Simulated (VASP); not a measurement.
**BaAs2Ru2 (lda): single point with LDA**

The system is BaAs2Ru2 (lda).

```xyz
5
Lattice="-2.0569 2.0569 5.9648 2.0569 -2.0569 5.9648 2.0569 2.0569 -5.9648" Properties=species:S:1:pos:R:3 pbc="T T T"
Ba    0.0000    0.0000    0.0000
As    0.0000    0.0000    7.7248
As    0.0000    0.0000    4.2048
Ru    0.0000    2.0569    2.9824
Ru    2.0569    0.0000    2.9824
```

```json
{
 "Program": "VASP 6.6.1",
 "Task": "single point",
 "Functional": "LDA",
 "Potentials or basis": "VASP PAW LDA potentials, release 64 (Ba_sv, As, Ru_pv)",
 "Cutoff": "500 eV",
 "k mesh": "12 × 12 × 12",
 "Occupations": "gaussian, width 0.1 eV",
 "Spin": "no spin polarisation",
 "Dipole correction": "no",
 "Further INCAR settings": "ALGO = Normal; EDIFF = 1e-06; NBANDS = 32"
}
```

```
Pressure               : 1.1 GPa
Largest force          : 0.027 eV/Å
Band gap on the k mesh : zero (band 24 reaches 7.56 eV, above the bottom of band 25 at 6.34 eV)
```

Forces on the atoms (eV/Å):
```
Ba   0.000  0.000  0.000
As   0.000  0.000 -0.027
As   0.000  0.000  0.027
Ru   0.000  0.000  0.000
Ru   0.000  0.000  0.000
```

Stress tensor (GPa, compression positive):
```
1.12 0.00 0.00
0.00 1.12 0.00
0.00 0.00 0.98
```

Levels at points of the mesh, in eV from the Fermi level:
| k point | band 21 | band 22 | band 23 | band 24 | band 25 | band 26 | band 27 | band 28 |
| --- | --- | --- | --- | --- | --- | --- | --- | --- |
| (0.00, 0.00, 0.00) | -1.11 | -0.21 | -0.19 | -0.19 | 0.23 | 1.24 | 2.55 | 3.21 |
| (0.50, 0.00, 0.00) | -1.94 | -1.83 | -1.28 | -1.08 | 1.12 | 1.15 | 2.06 | 2.84 |
| (0.50, 0.50, 0.00) | -2.19 | -1.15 | -0.99 | -0.67 | -0.66 | -0.26 | 1.49 | 1.55 |
| (0.50, 0.50, 0.50) | -0.33 | -0.19 | 0.31 | 0.31 | 0.67 | 1.24 | 1.66 | 3.43 |

It took 19 min on 1 thread of Intel Xeon 8259CL (shared host), peak memory 0.62 GiB.

Caveat: spin-orbit coupling is left out, which moves the levels of the heavy elements.
